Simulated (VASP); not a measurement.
A run of VASP 6.6.1 is set up as follows.

File INCAR:

```
SYSTEM = AlRu
PREC = Accurate
ENCUT = 520
EDIFF = 1E-6
ISMEAR = 0
SIGMA = 0.15
LREAL = .False.
LASPH = .True.
NELM = 80
ALGO = Fast
ISIF = 2
LWAVE = .False.
LCHARG = .False.
GGA = PE
NBANDS = 16
```

KPOINTS

```
regular mesh
0
Gamma
  16 16 16
  0 0 0
```

Contents of POSCAR:

```
AlRu
1.0
    2.9916000000      0.0000000000      0.0112185000
    0.0000000000      2.9916000000      0.0000000000
    0.0112185000      0.0000000000      2.9916000000
Al Ru
1 1
Direct
    0.0000000000      0.0000000000      0.0000000000
    0.5000000000      0.5000000000      0.5000000000
```

Potentials or basis: VASP PAW PBE potentials, release 64 (Al, Ru_pv).

Command:

```bash
$ cat potpaw_PBE.64/Al/POTCAR potpaw_PBE.64/Ru_pv/POTCAR > POTCAR
$ mpirun -np 1 vasp_std > vasp.out
```

Q: What does it give for the pressure?

A: 2.6 GPa.

Stress tensor (GPa, compression positive):
```
 2.63  0.00 -0.98
 0.00  2.63  0.00
-0.98  0.00  2.63
```

Caveat: the cell differs from its parent crystal (strain +0.0075 x Voigt [0, 0, 0, 0, 1, 0]).
